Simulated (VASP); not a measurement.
Here is a VASP 6.6.1 calculation.

The input INCAR:

```
SYSTEM = CdS
PREC     = Accurate       ! precision mode
ENCUT    = 600            ! plane-wave cutoff, eV
EDIFF    = 1E-6           ! SCF threshold, eV
ISMEAR   = 0              ! smearing method
SIGMA    = 0.02           ! smearing width, eV
LREAL    = .False.        ! projectors in reciprocal space
LASPH    = .True.         ! aspherical terms in the spheres
NELM     = 100            ! most SCF steps
ALGO     = Normal         ! electronic algorithm
ISIF     = 4              ! what is computed and relaxed
LWAVE    = .False.        ! write WAVECAR
LCHARG   = .False.        ! write CHGCAR
GGA      = PE             ! functional
IBRION   = 2              ! ionic algorithm
NSW      = 50             ! ionic steps
EDIFFG   = -0.01          ! ionic threshold
```

Contents of KPOINTS:

```
Automatic mesh
0
Gamma
  8 8 8
  0 0 0
```

Contents of POSCAR:

```
CdS
1.0
    0.0000000000      3.6761442542      6.3124378254
    1.9036545576      0.0000000000      6.3124378254
    1.9036545576      3.6761442542      0.0000000000
Cd S
2 2
Direct
    0.5673786530      0.5673786530      0.9326213470
    0.3173786530      0.3173786530      0.6826213470
    0.6826213470      0.6826213470      0.3173786530
    0.9326213470      0.9326213470      0.5673786530
```

Potentials or basis: VASP PAW PBE potentials, release 64 (Cd, S).

Run with:

```bash
$ cat potpaw_PBE.64/Cd/POTCAR potpaw_PBE.64/S/POTCAR > POTCAR
$ mpirun -np 1 vasp_std > vasp.out
```

Question: Estimate the band gap on the k mesh.

Answer: 0.88 eV.

Final structure:
```cif
data_structure
_symmetry_space_group_name_H-M 'P 1'
_symmetry_Int_Tables_number 1
_cell_length_a 7.3288
_cell_length_b 6.6439
_cell_length_c 4.1064
_cell_angle_alpha 82.320
_cell_angle_beta 63.950
_cell_angle_gamma 33.731
_cell_volume 88.35
loop_
_atom_site_label
_atom_site_type_symbol
_atom_site_fract_x
_atom_site_fract_y
_atom_site_fract_z
_atom_site_occupancy
Cd1 Cd 0.56677 0.56677 0.93323 1
Cd2 Cd 0.31677 0.31677 0.68323 1
S1 S 0.68323 0.68323 0.31677 1
S2 S 0.93323 0.93323 0.56677 1
```

A k mesh can miss the band edges.
